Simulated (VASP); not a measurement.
Runs of VASP 6.6.1 on V. The structure is that of space group Fm-3m (No. 225), or close to it. The cells are those of the table. This isn't the form of V at room conditions, which is bcc.

```tsv
level	spin	cell	k mesh	gap on the mesh (eV)	pressure (GPa)	moment (μB)
PBE	collinear	a = 2.703 Å, angles 60.0°, 1 atom	8 × 8 × 8	none	-0.2	0.08
PBE	collinear, ferromagnetic start	a = 2.691 Å, angles 60.0°, 1 atom	8 × 8 × 8	none	2.3	0.08
r2SCAN	collinear	a = 2.688 Å, angles 60.0°, 1 atom	18 × 18 × 18	none	0.6	0.00
r2SCAN	collinear, ferromagnetic start	a = 2.688 Å, angles 60.0°, 1 atom	18 × 18 × 18	none	0.6	0.00
r2SCAN	off	a = 2.688 Å, angles 60.0°, 1 atom	18 × 18 × 18	none	0.6	-
r2SCAN	collinear, ferromagnetic start	a = 2.703 Å, angles 60.0°, 1 atom	18 × 18 × 18	none	(a)	0.00
r2SCAN	collinear	a = 2.684 Å, angles 60.0°, 1 atom	18 × 18 × 18	none	1.3	0.00
```

Alike in all rows: task single point; potentials or basis VASP PAW PBE potentials, release 64 (V_sv); cutoff (eV) 520; smearing gaussian 0.05 eV.

Task: Estimate the missing entries.

Result: (a) -2.6.

Caveats: the PAW data sets were made with another functional, which shifts forces and pressure a little (at least some runs); a moment this small can come from the mesh or the smearing (at least some runs); the moments typed at the start vanished in this run (at least some runs).

A gap of «none» marks levels without a gap at the run's occupations.
